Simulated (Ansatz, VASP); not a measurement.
**WSe2: VASP beside Ansatz**

INCAR

```
  ALGO = Normal
  EDIFF = 1E-7
  ENCUT = 520
  GGA = PS
  ISIF = 2
  ISMEAR = 0
  LASPH = True
  LCHARG = True
  LELF = True
  LREAL = False
  LVHAR = True
  LWAVE = False
  NBANDS = 20
  NELM = 60
  PREC = Accurate
  SIGMA = 0.05
```

KPOINTS

```
k-points
0
Gamma
  12 12 2
```

POSCAR

```
WSe2
1.0
    3.1721450981      0.0000000000      0.0000000000
   -1.5860725490      2.7471582394      0.0000000000
    0.0000000000      0.0000000000     17.1610535863
W Se
1 2
Direct
    0.0000000000      0.0000000000      0.0000000000
    0.3333333333      0.6666666667      0.1003992715
    0.3333333333      0.6666666667      0.8996007285
```

Input for Ansatz:

```yaml
crystal:
  lattice:
    - [3.1721450981, 0.0, 0.0]
    - [-1.586072549, 2.7471582394, 0.0]
    - [0.0, 0.0, 17.1610535863]
  atoms:
    - { symbol: W, position: [0.0, 0.0, 0.0] }
    - { symbol: Se, position: [0.3333333333, 0.6666666667, 0.1003992715] }
    - { symbol: Se, position: [0.3333333333, 0.6666666667, 0.8996007285] }
basis:
  ecutwfc: 420
kpoints:
  mp_grid: { grid: [12, 12, 2] }
hamiltonian:
  xc: pbesol
scf:
  occupations: { method: gaussian, width: 0.05 }
output:
  forces: true
  stress: true
  eigenvalues: true
```

Change from the starting cell: strain -0.030 along x and y, +0.030 along z, atoms carried along.

Alike in both runs: task single point; functional PBEsol; k mesh 12 × 12 × 2; occupations gaussian, width 0.05 eV; no spin polarisation.

```csv
,VASP,Ansatz
version,VASP 6.6.1,Ansatz 0.2.0
potentials or method,"VASP PAW PBE potentials, release 64 (W_sv, Se), cutoff 520 eV","scalar-relativistic, plane waves, PAW"
valence electrons in the cell,26,46
```

```tsv
	VASP	Ansatz	Ansatz less VASP
gap on the k mesh at the Fermi level (eV)	1.47	1.47	-0.002
least direct gap on the mesh (eV)	2.17	2.17	+0.003
rms of the force components (eV/Å)	0.067	0.098	+0.0309
```

VASP's potentials were made for PBE, not for PBEsol. Atom by atom the forces differ by 0.031 eV/Å (rms over components). VASP's potentials hold 26 valence electrons a cell and Ansatz's 46, so a difference there can come from the potentials and not from the codes.

Spin-orbit coupling is off throughout.
